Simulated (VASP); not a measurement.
# InO2 (Fm-3m) in VASP: single point with PBE

Aim: the single point of InO2 with PBE.

Everything below comes from runs of VASP 6.6.1. Logs are shortened: lines on timing, memory, paths and dates and some standing lists are left out, and cuts for length are marked.

## (1) The cell of the first run

It takes space group Fm-3m (No. 225, cubic). Conventional cell: a = 5.616 Å, b = 5.616 Å, c = 5.616 Å, α = 90.00°, β = 90.00°, γ = 90.00°. Within 3.2 Å of In (site symmetry m-3m) lie 8 O at 2.43 Å. O (site symmetry -43m) has 4 In at 2.43 Å and 6 O at 2.81 Å within 3.2 Å.

## (2) Single point, PBE

The input, INCAR:

```
SYSTEM = InO2
PREC     = Accurate       ! precision mode
ENCUT    = 600            ! plane-wave cutoff, eV
EDIFF    = 1E-6           ! SCF threshold, eV
ISMEAR   = -1             ! smearing method
SIGMA    = 0.1            ! smearing width, eV
LREAL    = .False.        ! projectors in reciprocal space
LASPH    = .True.         ! aspherical terms in the spheres
NELM     = 120            ! most SCF steps
ALGO     = Normal         ! electronic algorithm
ISIF     = 2              ! what is computed and relaxed
LWAVE    = .False.        ! write WAVECAR
LCHARG   = .False.        ! write CHGCAR
GGA      = PE             ! functional
NBANDS   = 20             ! bands
GGA_COMPAT= .False.
```

The input, KPOINTS:

```
Automatic mesh
0
Gamma
  10 10 10
  0 0 0
```

The input, POSCAR:

```
InO2
1.0
    0.0000000000      2.8078230000      2.8078230000
    2.8078230000      0.0000000000      2.8078230000
    2.8078230000      2.8078230000      0.0000000000
In O
1 2
Direct
    0.0000000000      0.0000000000      0.0000000000
    0.2500000000      0.2500000000      0.2500000000
    0.7500000000      0.7500000000      0.7500000000
```

Potentials or basis: VASP PAW PBE potentials, release 64 (In_d, O).

On the command line:

```bash
> cat potpaw_PBE.64/In_d/POTCAR potpaw_PBE.64/O/POTCAR > POTCAR
> mpirun -np 1 vasp_std > vasp.out
```

OUTCAR:

```text
SYSTEM = InO2
   PREC = Accurate
   ENCUT = 600
   EDIFF = 1E-6
   ISMEAR = -1
   LREAL = .False.
   LASPH = .True.
   NELM = 120
   ISIF = 2
   GGA = PE

 ion  position               nearest neighbor table
   1  0.000  0.000  0.000-   2 2.43   3 2.43   3 2.43   3 2.43   3 2.43   2 2.43   2 2.43   2 2.43

   2  0.250  0.250  0.250-   1 2.43   1 2.43   1 2.43   1 2.43
   3  0.750  0.750  0.750-   1 2.43   1 2.43   1 2.43   1 2.43

  LATTYP: Found a face centered cubic cell.
 ALAT       =     5.6156460000

  Lattice vectors:

 A1 = (   0.0000000000,   2.8078230000,   2.8078230000)
 A2 = (   2.8078230000,   0.0000000000,   2.8078230000)
 A3 = (   2.8078230000,   2.8078230000,   0.0000000000)

Analysis of symmetry for initial positions (statically):
=====================================================================
 Subroutine PRICEL returns:
 Original cell was already a primitive cell.

 Routine SETGRP: Setting up the symmetry group for a
 face centered cubic supercell.

 Subroutine GETGRP returns: Found 48 space group operations
 (whereof 48 operations were pure point group operations)
 out of a pool of 48 trial point group operations.

The static configuration has the point symmetry O_h .

Analysis of symmetry for dynamics (positions and initial velocities):
=====================================================================
 Subroutine PRICEL returns:
 Original cell was already a primitive cell.

 Routine SETGRP: Setting up the symmetry group for a
 face centered cubic supercell.

 Subroutine GETGRP returns: Found 48 space group operations
 (whereof 48 operations were pure point group operations)
 out of a pool of 48 trial point group operations.

The dynamic configuration has the point symmetry O_h .

 Subroutine INISYM returns: Found 48 space group operations
 (whereof 48 operations are pure point group operations),
 and found     1 'primitive' translations

----------------------------------------------------------------------------------------

                                     Primitive cell

  volume of cell :      44.2730

  direct lattice vectors                    reciprocal lattice vectors
     0.000000000  2.807823000  2.807823000    -0.178073903  0.178073903  0.178073903
     2.807823000  0.000000000  2.807823000     0.178073903 -0.178073903  0.178073903
     2.807823000  2.807823000  0.000000000     0.178073903  0.178073903 -0.178073903

  length of vectors
     3.970861367  3.970861367  3.970861367     0.308433047  0.308433047  0.308433047

  position of ions in fractional coordinates (direct lattice)
     0.000000000  0.000000000  0.000000000
     0.250000000  0.250000000  0.250000000
     0.750000000  0.750000000  0.750000000

  ion indices of the primitive-cell ions
   primitive index   ion index
                 1           1
                 2           2
                 3           3

----------------------------------------------------------------------------------------

 KPOINTS: Automatic mesh

Automatic generation of k-mesh.
 Grid dimensions read from file:
 generate k-points for:   10   10   10

 Generating k-lattice:

  Cartesian coordinates                     Fractional coordinates (reciprocal lattice)
    -0.017807390  0.017807390  0.017807390     0.100000000  0.000000000  0.000000000
     0.017807390 -0.017807390  0.017807390     0.000000000  0.100000000  0.000000000
     0.017807390  0.017807390 -0.017807390     0.000000000  0.000000000  0.100000000

  Length of vectors
     0.030843305  0.030843305  0.030843305

  Shift w.r.t. Gamma in fractional coordinates (k-lattice)
     0.000000000  0.000000000  0.000000000

 Subroutine IBZKPT returns following result:
 ===========================================

 Found     47 irreducible k-points:

 Following reciprocal coordinates:
            Coordinates               Weight
  0.000000  0.000000  0.000000      1.000000
  0.100000  0.000000  0.000000      8.000000
  0.200000  0.000000  0.000000      8.000000
  0.300000  0.000000  0.000000      8.000000
  0.400000  0.000000  0.000000      8.000000
  0.500000  0.000000  0.000000      4.000000
[... 16 lines left out ...]
  0.300000  0.300000  0.000000      6.000000
  0.400000  0.300000  0.000000     24.000000
 [... further k-points ...]
   k-points           NKPTS =     47   k-points in BZ     NKDIM =     47   number of bands    NBANDS=     20
   number of dos      NEDOS =    301   number of ions     NIONS =      3
   total plane-waves  NPLWV =  32768
   dimension x,y,z NGX =    32 NGY =   32 NGZ =   32
   dimension x,y,z NGXF=    64 NGYF=   64 NGZF=   64
   ions per type =               1   2
   NGX,Y,Z   is equivalent  to a cutoff of  13.40, 13.40, 13.40 a.u.
   NGXF,Y,Z  is equivalent  to a cutoff of  26.79, 26.79, 26.79 a.u.
 SYSTEM =  InO2
   PREC   = accura    normal or accurate (medium, high low for compatibility)
   ISTART =      0    job   : 0-new  1-cont  2-samecut
   ICHARG =      2    charge: 1-file 2-atom 10-const
   ISPIN  =      1    spin polarized calculation?
   LNONCOLLINEAR =      F non collinear calculations
   LSORBIT =      F    spin-orbit coupling
   LASPH  =      T    aspherical Exc in radial PAW
   ENCUT  =  600.0 eV  44.10 Ry    6.64 a.u.   7.93  7.93  7.93*2*pi/ulx,y,z
   NELM   =    120;   NELMIN=  2; NELMDL= -5     # of ELM steps
   EDIFF  = 0.1E-05   stopping-criterion for ELM
   LREAL  =      F    real-space projection
   EDIFFG = 0.1E-04   stopping-criterion for IOM
   NSW    =      0    number of steps for IOM
   IBRION =     -1    ionic relax: 0-MD 1-quasi-New 2-CG
   NFREE  =      0    steps in history (QN), initial steepest desc. (CG)
   ISIF   =      2    stress and relaxation
   ISYM   =      2    0-nonsym 1-usesym 2-fastsym
   POTIM  = 0.5000    time-step for ionic-motion
   TEBEG  =    0.0;   TEEND  =   0.0 temperature during run
   PSTRESS=    0.0 pullay stress
   NELECT =      25.0000    total number of electrons
   NUPDOWN=      -1.0000    fix difference up-down
   EMIN   =  10.00;   EMAX   =-10.00  energy-range for DOS
   EFERMI =   0.00;   METHOD = LEGACY
   ISMEAR =    -1;   SIGMA  =   0.10  broadening in eV -4-tet -1-fermi 0-gaus
   EFERMI_NEDOS =   21; number of points for ismear=-14 and -15
   IALGO  =     38    algorithm
   IMIX   =      4    mixing-type and parameters
     AMIX     =   0.40;   BMIX     =  1.00
     AMIX_MAG =   1.60;   BMIX_MAG =  1.00
  volume/ion in A,a.u.               =      14.76        99.59
  Fermi-wavevector in a.u.,A,eV,Ry     =   1.353137  2.557058 24.911992  1.830980
  Thomas-Fermi vector in A             =   2.480417
   LORBIT       =      0    0 simple, 1 ext, 2 COOP (PROOUT), +10 PAW based schemes
   GGA     = PE    functional components
   LHFCALC =     F    Hartree Fock is set to
   AEXX    =    0.0000 exact exchange contribution
   IVDW    =     0    specifies the selected vdW correction
   LEPSILON=     F    determine dielectric tensor
   LRPA    =     F    only Hartree local field effects (RPA)
 non-spin polarized calculation
  energy-cutoff  :      600.00
  volume of cell :       44.27
 maximum number of plane-waves:      1492
   NGX = 15   NGY = 15   NGZ = 15

 number of electron      25.0000012 magnetization

 Free energy of the ion-electron system (eV)
  ---------------------------------------------------
  ext. energy  EPLUGINS =         0.00000000
  ---------------------------------------------------
  free energy    TOTEN  =       -14.65501589 eV

  energy without entropy =      -14.52281672  energy(sigma->0) =      -14.58891630

 E-fermi :   3.0170     XC(G=0): -10.1588

 val. band max:        3.0151417943   @ k =   0.4000   0.4000   0.0000
 cond. band min:       3.0275715546   @ k =  -0.3000   0.4000   0.2000
 fundamental gap:      0.0124297603
 Fermi energy:         3.0170083222

 k-point     1 :       0.0000    0.0000    0.0000
  band No.  band energies     occupation
      1     -13.9993      2.00000
      2     -12.2069      2.00000
      3      -9.7256      2.00000
      4      -9.7256      2.00000
      5      -9.7256      2.00000
      6      -9.5729      2.00000
[... 12 lines left out ...]
     19      18.5357      0.00000
     20      18.5357      0.00000

 k-point     2 :       0.1000    0.0000    0.0000
  band No.  band energies     occupation
      1     -13.9488      2.00000
      2     -12.2868      2.00000
      3      -9.7182      2.00000
      4      -9.7182      2.00000
      5      -9.6488      2.00000
      6      -9.5735      2.00000
[... 12 lines left out ...]
     19      18.4491      0.00000
     20      18.4491      0.00000

 k-point     3 :       0.2000    0.0000    0.0000
  band No.  band energies     occupation
      1     -13.8090      2.00000
      2     -12.4789      2.00000
      3      -9.7010      2.00000
      4      -9.7010      2.00000
      5      -9.5725      2.00000
      6      -9.5725      2.00000
[... 12 lines left out ...]
     19      18.2699      0.00000
     20      18.2699      0.00000

 k-point     4 :       0.3000    0.0000    0.0000
  band No.  band energies     occupation
      1     -13.6136      2.00000
      2     -12.7005      2.00000
      3      -9.6859      2.00000
      4      -9.6859      2.00000
      5      -9.5647      2.00000
      6      -9.5647      2.00000
[... 12 lines left out ...]
     19      18.1102      0.00000
     20      18.5189      0.00000

 k-point     5 :       0.4000    0.0000    0.0000
  band No.  band energies     occupation
      1     -13.4139      2.00000
      2     -12.8960      2.00000
      3      -9.6795      2.00000
      4      -9.6795      2.00000
      5      -9.5523      2.00000
      6      -9.5523      2.00000
[... 12 lines left out ...]
     19      18.0101      0.00000
     20      18.2045      0.00000
[... 353 lines left out ...]
      6      -9.4901      2.00000
[... 12 lines left out ...]
     19      17.8929      0.00000
     20      20.9297      0.00000

 k-point    22 :      -0.2000    0.2000    0.0000
  band No.  band energies     occupation
      1     -13.5547      2.00000
      2     -12.7613      2.00000
      3      -9.6675      2.00000
      4      -9.6318      2.00000
      5      -9.5844      2.00000
      6      -9.5366      2.00000
[... 12 lines left out ...]
     19      17.8036      0.00000
     20      20.5089      0.00000

 k-point    23 :       0.3000    0.3000    0.0000
  band No.  band energies     occupation
      1     -13.5067      2.00000
      2     -12.8095      2.00000
      3      -9.6280      2.00000
      4      -9.6280      2.00000
      5      -9.6157      2.00000
      6      -9.5491      2.00000
[... 12 lines left out ...]
     19      19.5368      0.00000
     20      20.6890      0.00000

 k-point    24 :       0.4000    0.3000    0.0000
  band No.  band energies     occupation
      1     -13.3757      2.00000
      2     -12.9259      2.00000
      3      -9.6272      2.00000
      4      -9.6110      2.00000
      5      -9.5842      2.00000
      6      -9.5437      2.00000
[... 12 lines left out ...]
     19      19.7260      0.00000
     20      20.2967      0.00000

 [... further k-points ...]

------------------------ aborting loop because EDIFF is reached ----------------------------------------

  FORCE on cell =-STRESS in cart. coord.  units (eV):
  Direction    XX          YY          ZZ          XY          YZ          ZX
  --------------------------------------------------------------------------------------
  -------------------------------------------------------------------------------------
  Total       -5.0982774     -5.0982774     -5.0982774      0.0000000      0.0000000      0.0000000
  in kB     -184.4993600   -184.4993600   -184.4993600      0.0000000      0.0000000      0.0000000
  external PRESSURE =    -184.4993600 kB  Pullay stress =       0.0000000 kB

 VOLUME and BASIS-vectors are now :
 -----------------------------------------------------------------------------
  energy-cutoff  :      600.00
  volume of cell :       44.27
      direct lattice vectors                 reciprocal lattice vectors
     0.000000000  2.807823000  2.807823000    -0.178073903  0.178073903  0.178073903
     2.807823000  0.000000000  2.807823000     0.178073903 -0.178073903  0.178073903
     2.807823000  2.807823000  0.000000000     0.178073903  0.178073903 -0.178073903

 POSITION                                       TOTAL-FORCE (eV/Angst)
 -----------------------------------------------------------------------------------
      0.00000      0.00000      0.00000        -0.000000     -0.000000     -0.000000
      1.40391      1.40391      1.40391        -0.000000     -0.000000     -0.000000
      4.21173      4.21173      4.21173         0.000000      0.000000      0.000000
 -----------------------------------------------------------------------------------
    total drift:                                0.000000     -0.000000      0.000000

  FREE ENERGIE OF THE ION-ELECTRON SYSTEM (eV)
  ---------------------------------------------------
  free  energy   TOTEN  =       -14.6550158894 eV

  energy  without entropy=      -14.5228167157  energy(sigma->0) =      -14.58891630
```

It took 16 s on 1 thread of Intel Xeon 6975P-C (Granite Rapids), shared host; peak memory 0.2 GiB.

What came out:

* Free energy: -14.6550 eV
* Pressure: -18.4 GPa

Caveat: spin-orbit coupling is left out, which moves the levels of the heavy elements; an odd number of electrons without spin polarisation forces a metal; a magnetic or distorted state may lie lower.
